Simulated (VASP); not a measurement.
# LiTmH4 (P1) in VASP: single point with PBE

Aim: the single point of LiTmH4 with PBE.

Everything below comes from runs of VASP 6.6.1. Logs are shortened: lines on timing, memory, paths and dates and some standing lists are left out, and cuts for length are marked.

### 1 The cell of the first run

The typed cell holds 6 atoms: a = 3.495 Å, b = 3.497 Å, c = 5.891 Å, α = 73.42°, β = 73.44°, γ = 60.17°.

The cell was built from a structure type or drawn by symmetry, and may not be a known phase.

### 2 Single point, PBE

Contents of INCAR:

```
PREC     = Accurate       # precision mode
ENCUT    = 750            # plane-wave cutoff, eV
EDIFF    = 1E-6           # SCF threshold, eV
ISMEAR   = 0              # smearing method
SIGMA    = 0.1            # smearing width, eV
LREAL    = False          # projectors in reciprocal space
LASPH    = True           # aspherical terms in the spheres
NELM     = 200            # most SCF steps
ALGO     = Normal         # electronic algorithm
ISIF     = 2              # what is computed and relaxed
LWAVE    = False          # write WAVECAR
LCHARG   = True           # write CHGCAR
GGA      = PE             # functional
LELF     = True           # ELF
LVHAR    = True         
NBANDS   = 17             # bands
GGA_COMPAT= False        
LMAXMIX  = 6              # l up to which the mixer works
```

Contents of KPOINTS:

```
Automatic mesh
0
Gamma
  6 6 4
```

Contents of POSCAR:

```
LiTmH4
1.0
    3.4896779760      0.0266974371      0.1985252763
    1.7075034958      3.0449676824      0.2044660257
    1.3528077596      0.7901983946      5.6786460984
Li Tm H
1 1 4
Direct
    0.5015635508     -0.0106277668     -0.0067283890
    0.9761405588      0.4642140195      0.5637129708
    0.2602020367      0.7479516796      0.7185524588
    0.6241920767      0.1118144113      0.6208628889
    0.8541032533      0.3412936786      0.9441447934
    0.3815431936      0.8698585378      0.3425332673
```

Potentials or basis: VASP PAW PBE potentials, release 64 (Li_sv, Tm_3, H), 4f in core.

The run is started by

```
> cat potpaw_PBE.64/Li_sv/POTCAR potpaw_PBE.64/Tm_3/POTCAR potpaw_PBE.64/H/POTCAR > POTCAR
> mpirun -np 1 vasp_std > vasp.out
```

OUTCAR:

```text
PREC = Accurate
   ENCUT = 750
   EDIFF = 1E-6
   ISMEAR = 0
   LREAL = False
   LASPH = True
   NELM = 200
   ISIF = 2
   GGA = PE

 ion  position               nearest neighbor table
   1  0.502  0.989  0.993-   2 3.12   2 3.12   2 3.14
   2  0.976  0.464  0.564-   4 2.04   4 2.05   4 2.05   5 2.12   3 2.19   3 2.20   3 2.20   1 3.12
                             1 3.12   1 3.14
   3  0.260  0.748  0.719-   2 2.19   2 2.20   2 2.20
   4  0.624  0.112  0.621-   2 2.04   2 2.05   2 2.05
   5  0.854  0.341  0.944-   2 2.12
   6  0.382  0.870  0.343-

  LATTYP: Found a triclinic cell.
 ALAT       =     3.4970276994
 B/A-ratio  =     1.9773854437
 C/A-ratio  =     1.0023250740
 COS(alpha) =     0.0001401541
 COS(beta)  =     0.5016204277
 COS(gamma) =     0.5141287011

  Lattice vectors:

 A1 = (   1.7075034958,   3.0449676824,   0.2044660257)
 A2 = (   3.8443737122,   2.2814667249,  -5.2756547964)
 A3 = (  -1.7821744802,   3.0182702453,   0.0059407494)

Analysis of symmetry for initial positions (statically):
=====================================================================
 Subroutine PRICEL returns:
 Original cell was already a primitive cell.

 Routine SETGRP: Setting up the symmetry group for a
 triclinic supercell.

 Subroutine GETGRP returns: Found  1 space group operations
 (whereof  1 operations were pure point group operations)
 out of a pool of  2 trial point group operations.

The static configuration has the point symmetry C_1 .

Analysis of symmetry for dynamics (positions and initial velocities):
=====================================================================
 Subroutine PRICEL returns:
 Original cell was already a primitive cell.

 Routine SETGRP: Setting up the symmetry group for a
 triclinic supercell.

 Subroutine GETGRP returns: Found  1 space group operations
 (whereof  1 operations were pure point group operations)
 out of a pool of  2 trial point group operations.

The dynamic configuration has the point symmetry C_1 .

 Subroutine INISYM returns: Found  1 space group operations
 (whereof  1 operations are pure point group operations),
 and found     1 'primitive' translations

----------------------------------------------------------------------------------------

                                     Primitive cell

  volume of cell :      58.9758

  direct lattice vectors                    reciprocal lattice vectors
     3.489677976  0.026697437  0.198525276     0.290453313 -0.159721447 -0.046968214
     1.707503496  3.044967682  0.204466026     0.000089343  0.331459173 -0.046144691
     1.352807760  0.790198395  5.678646098    -0.010157455 -0.006350703  0.179401812

  length of vectors
     3.495422351  3.497027699  5.890799933     0.334783633  0.334655829  0.179801322

  position of ions in fractional coordinates (direct lattice)
     0.501563551  0.989372233  0.993271611
     0.976140559  0.464214019  0.563712971
     0.260202037  0.747951680  0.718552459
     0.624192077  0.111814411  0.620862889
     0.854103253  0.341293679  0.944144793
     0.381543194  0.869858538  0.342533267

  ion indices of the primitive-cell ions
   primitive index   ion index
                 1           1
                 2           2
                 3           3
                 4           4
                 5           5
                 6           6

----------------------------------------------------------------------------------------

 KPOINTS: Automatic mesh

Automatic generation of k-mesh.
 Grid dimensions read from file:
 generate k-points for:    6    6    4

 Generating k-lattice:

  Cartesian coordinates                     Fractional coordinates (reciprocal lattice)
     0.048408886 -0.026620241 -0.007828036     0.166666667 -0.000000000  0.000000000
     0.000014890  0.055243195 -0.007690782    -0.000000000  0.166666667 -0.000000000
    -0.002539364 -0.001587676  0.044850453     0.000000000 -0.000000000  0.250000000

  Length of vectors
     0.055797272  0.055775971  0.044950331

  Shift w.r.t. Gamma in fractional coordinates (k-lattice)
     0.000000000  0.000000000  0.000000000

 Subroutine IBZKPT returns following result:
 ===========================================

 Found     76 irreducible k-points:

 Following reciprocal coordinates:
            Coordinates               Weight
  0.000000  0.000000  0.000000      1.000000
  0.166667  0.000000 -0.000000      2.000000
  0.333333 -0.000000 -0.000000      2.000000
  0.500000 -0.000000 -0.000000      1.000000
  0.000000  0.166667  0.000000      2.000000
  0.166667  0.166667 -0.000000      2.000000
[... 16 lines left out ...]
  0.333333  0.000000  0.250000      2.000000
  0.500000 -0.000000  0.250000      2.000000
 [... further k-points ...]
   k-points           NKPTS =     76   k-points in BZ     NKDIM =     76   number of bands    NBANDS=     17
   number of dos      NEDOS =    301   number of ions     NIONS =      6
   total plane-waves  NPLWV =  55296
   dimension x,y,z NGX =    32 NGY =   32 NGZ =   54
   dimension x,y,z NGXF=    64 NGYF=   64 NGZF=  108
   ions per type =               1   1   4
   NGX,Y,Z   is equivalent  to a cutoff of  15.22, 15.21, 15.24 a.u.
   NGXF,Y,Z  is equivalent  to a cutoff of  30.44, 30.43, 30.48 a.u.
 SYSTEM =  unknown system
   PREC   = accura    normal or accurate (medium, high low for compatibility)
   ISTART =      0    job   : 0-new  1-cont  2-samecut
   ICHARG =      2    charge: 1-file 2-atom 10-const
   ISPIN  =      1    spin polarized calculation?
   LNONCOLLINEAR =      F non collinear calculations
   LSORBIT =      F    spin-orbit coupling
   LASPH  =      T    aspherical Exc in radial PAW
   ENCUT  =  750.0 eV  55.12 Ry    7.42 a.u.   7.81  7.81 13.15*2*pi/ulx,y,z
   NELM   =    200;   NELMIN=  2; NELMDL= -5     # of ELM steps
   EDIFF  = 0.1E-05   stopping-criterion for ELM
   LREAL  =      F    real-space projection
[... 7 lines left out ...]
   TEBEG  =    0.0;   TEEND  =   0.0 temperature during run
   PSTRESS=    0.0 pullay stress
   NELECT =      16.0000    total number of electrons
   NUPDOWN=      -1.0000    fix difference up-down
   EMIN   =  10.00;   EMAX   =-10.00  energy-range for DOS
   EFERMI =   0.00;   METHOD = LEGACY
   ISMEAR =     0;   SIGMA  =   0.10  broadening in eV -4-tet -1-fermi 0-gaus
   EFERMI_NEDOS =   21; number of points for ismear=-14 and -15
   IALGO  =     38    algorithm
   IMIX   =      4    mixing-type and parameters
     AMIX     =   0.40;   BMIX     =  1.00
     AMIX_MAG =   1.60;   BMIX_MAG =  1.00
  volume/ion in A,a.u.               =       9.83        66.33
  Fermi-wavevector in a.u.,A,eV,Ry     =   1.059799  2.002730 15.281707  1.123174
  Thomas-Fermi vector in A             =   2.195157
   LORBIT       =      0    0 simple, 1 ext, 2 COOP (PROOUT), +10 PAW based schemes
   GGA     = PE    functional components
   LHFCALC =     F    Hartree Fock is set to
   AEXX    =    0.0000 exact exchange contribution
   IVDW    =     0    specifies the selected vdW correction
   LEPSILON=     F    determine dielectric tensor
   LRPA    =     F    only Hartree local field effects (RPA)
 non-spin polarized calculation
 Gauss-broadening in eV      SIGMA  =   0.10
  energy-cutoff  :      750.00
  volume of cell :       58.98
 maximum number of plane-waves:      2776
   NGX = 15   NGY = 15   NGZ = 27

 number of electron      16.0000002 magnetization

 Free energy of the ion-electron system (eV)
  ---------------------------------------------------
  ext. energy  EPLUGINS =         0.00000000
  ---------------------------------------------------
  free energy    TOTEN  =       -22.59452903 eV

  energy without entropy =      -22.59090181  energy(sigma->0) =      -22.59271542

 E-fermi :   2.5840     XC(G=0):  -9.0250

 val. band max:        2.5778943775   @ k =  -0.0000   0.0000   0.2500
 cond. band min:       2.6290153045   @ k =   0.3333  -0.3333   0.2500
 fundamental gap:      0.0511209269
 Fermi energy:         2.5840341215

 k-point     1 :       0.0000    0.0000    0.0000
  band No.  band energies     occupation
      1     -44.4134      2.00000
      2     -23.2898      2.00000
      3     -22.8993      2.00000
      4     -22.8963      2.00000
      5      -6.7574      2.00000
      6      -2.3775      2.00000
[... 9 lines left out ...]
     16      11.1453      0.00000
     17      11.2244      0.00000

 k-point     2 :       0.1667    0.0000   -0.0000
  band No.  band energies     occupation
      1     -44.4127      2.00000
      2     -23.2700      2.00000
      3     -23.0404      2.00000
      4     -22.9253      2.00000
      5      -6.1424      2.00000
      6      -2.2996      2.00000
[... 9 lines left out ...]
     16      11.0708      0.00000
     17      11.7465      0.00000

 k-point     3 :       0.3333   -0.0000   -0.0000
  band No.  band energies     occupation
      1     -44.4113      2.00000
      2     -23.3136      2.00000
      3     -23.2271      2.00000
      4     -22.9805      2.00000
      5      -4.6848      2.00000
      6      -2.4609      2.00000
[... 9 lines left out ...]
     16      10.7034      0.00000
     17      11.6484      0.00000

 k-point     4 :       0.5000   -0.0000   -0.0000
  band No.  band energies     occupation
      1     -44.4107      2.00000
      2     -23.4415      2.00000
      3     -23.2080      2.00000
      4     -23.0078      2.00000
      5      -3.6531      2.00000
      6      -2.5922      2.00000
[... 9 lines left out ...]
     16      10.0960      0.00000
     17      11.1903      0.00000
[... 343 lines left out ...]
      1     -44.4127      2.00000
      2     -23.2704      2.00000
      3     -23.0404      2.00000
      4     -22.9253      2.00000
      5      -6.0842      2.00000
      6      -2.6720      2.00000
[... 9 lines left out ...]
     16      10.5464      0.00000
     17      11.0708      0.00000

 k-point    23 :       0.3333    0.0000    0.2500
  band No.  band energies     occupation
      1     -44.4113      2.00000
      2     -23.3136      2.00000
      3     -23.2274      2.00000
      4     -22.9806      2.00000
      5      -4.6732      2.00000
      6      -2.2638      2.00000
[... 9 lines left out ...]
     16       9.8522      0.00000
     17      11.1426      0.00000

 k-point    24 :       0.5000   -0.0000    0.2500
  band No.  band energies     occupation
      1     -44.4107      2.00000
      2     -23.4416      2.00000
      3     -23.2083      2.00000
      4     -23.0078      2.00000
      5      -3.6144      2.00000
      6      -2.6054      2.00000
[... 9 lines left out ...]
     16       9.8778      0.00000
     17      11.5873      0.00000

 [... further k-points ...]

------------------------ aborting loop because EDIFF is reached ----------------------------------------

  FORCE on cell =-STRESS in cart. coord.  units (eV):
  Direction    XX          YY          ZZ          XY          YZ          ZX
  --------------------------------------------------------------------------------------
  -------------------------------------------------------------------------------------
  Total        0.3418006      0.3151901      0.0966686      0.0067873      0.0354512      0.0584435
  in kB        9.2855861      8.5626668      2.6261651      0.1843880      0.9630913      1.5877144
  external PRESSURE =       6.8248060 kB  Pullay stress =       0.0000000 kB

 VOLUME and BASIS-vectors are now :
 -----------------------------------------------------------------------------
  energy-cutoff  :      750.00
  volume of cell :       58.98
      direct lattice vectors                 reciprocal lattice vectors
     3.489677976  0.026697437  0.198525276     0.290453313 -0.159721447 -0.046968214
     1.707503496  3.044967682  0.204466026     0.000089343  0.331459173 -0.046144691
     1.352807760  0.790198395  5.678646098    -0.010157455 -0.006350703  0.179401812

 POSITION                                       TOTAL-FORCE (eV/Angst)
 -----------------------------------------------------------------------------------
      4.78336      3.81088      5.94230        -0.000959     -0.001542      0.032542
      4.96166      1.88502      3.48983         0.007197      0.001466     -0.113227
      3.15721      2.85223      4.28499        -0.004033     -0.002298      0.023671
      3.20906      0.84774      3.67244         0.006836      0.006443      0.032583
      4.84055      1.80809      5.60081        -0.011332     -0.004162     -0.008110
      3.28013      2.92955      2.19873         0.002290      0.000093      0.032541
 -----------------------------------------------------------------------------------
    total drift:                                0.000094     -0.000039      0.000111

  FREE ENERGIE OF THE ION-ELECTRON SYSTEM (eV)
  ---------------------------------------------------
  free  energy   TOTEN  =       -22.5945290306 eV

  energy  without entropy=      -22.5909018116  energy(sigma->0) =      -22.59271542
```

Run time: 61 s. Hardware: 1 thread of Intel Xeon 6975P-C (Granite Rapids), shared host; peak memory 0.31 GiB.

Results:

```
Free energy            : -22.5945 eV
Pressure               : 0.7 GPa
Largest force          : 0.113 eV/Å
Band gap on the k mesh : zero (bands 8 and 9 overlap by 0.06 eV)
```

Forces in eV/Å, atoms in the order of the input:
```
Li  -0.001 -0.002  0.033
Tm   0.007  0.001 -0.113
H   -0.004 -0.002  0.024
H    0.007  0.006  0.033
H   -0.011 -0.004 -0.008
H    0.002  0.000  0.033
```

Levels at points of the mesh, in eV from the Fermi level:
| k point | band 6 | band 7 | band 8 | band 9 | band 10 | band 11 |
| --- | --- | --- | --- | --- | --- | --- |
| (0.00, 0.00, 0.00) | -4.96 | -4.35 | -0.08 | 1.17 | 1.21 | 3.78 |
| (0.50, 0.00, 0.00) | -5.18 | -4.71 | -3.44 | 1.40 | 2.31 | 3.43 |
| (0.00, 0.50, 0.00) | -5.18 | -4.71 | -3.44 | 1.39 | 2.32 | 3.42 |
| (0.50, 0.50, 0.00) | -5.18 | -4.23 | -3.89 | 0.74 | 2.66 | 3.43 |
| (0.00, 0.00, 0.50) | -5.98 | -3.14 | 0.11 | 1.14 | 1.18 | 1.89 |
| (0.50, 0.00, 0.50) | -5.20 | -4.27 | -3.92 | 0.77 | 2.70 | 3.52 |
| (0.00, 0.50, 0.50) | -5.20 | -4.27 | -3.92 | 0.77 | 2.70 | 3.52 |
| (0.50, 0.50, 0.50) | -5.15 | -4.72 | -3.38 | 1.29 | 2.27 | 3.45 |

Caveat: spin-orbit coupling is left out, which moves the levels of the heavy elements; the 4f electrons are frozen in the core, so they carry no moment and show no levels. Spin polarisation is off, so any magnetic state and its effect on volume and gap are missing.
